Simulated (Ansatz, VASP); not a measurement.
## Mg in VASP and in Ansatz

```
Mg
1.0
     0.00000    2.28827    2.28827
     2.28827    0.00000    2.28827
     2.28827    2.28827    0.00000
Mg
1
Direct
  0.00000 0.00000 0.00000
```

Alike in both runs: task single point; functional HSE06; k mesh 7 × 7 × 7; occupations gaussian, width 0.01 eV; no spin polarisation.

|  | VASP | Ansatz |
| --- | --- | --- |
| version | VASP 6.6.1 | Ansatz 0.2.0 |
| potentials or method | VASP PAW PBE potentials, release 64 (Mg) | SPMS NC |
| plane-wave cutoff (eV) | 520 | 762 |
| valence electrons in the cell | 2 | 10 |

```tsv
	VASP	Ansatz	Ansatz less VASP
pressure (GPa)	-1.5	-1.1	+0.36
```

VASP's potentials hold 2 valence electrons a cell and Ansatz's 10, so a difference there can come from the potentials and not from the codes.

Noted on Ansatz's run: odd divisions of the mesh miss points on the zone boundary, where band edges often lie, so the gap on the mesh can be too wide.
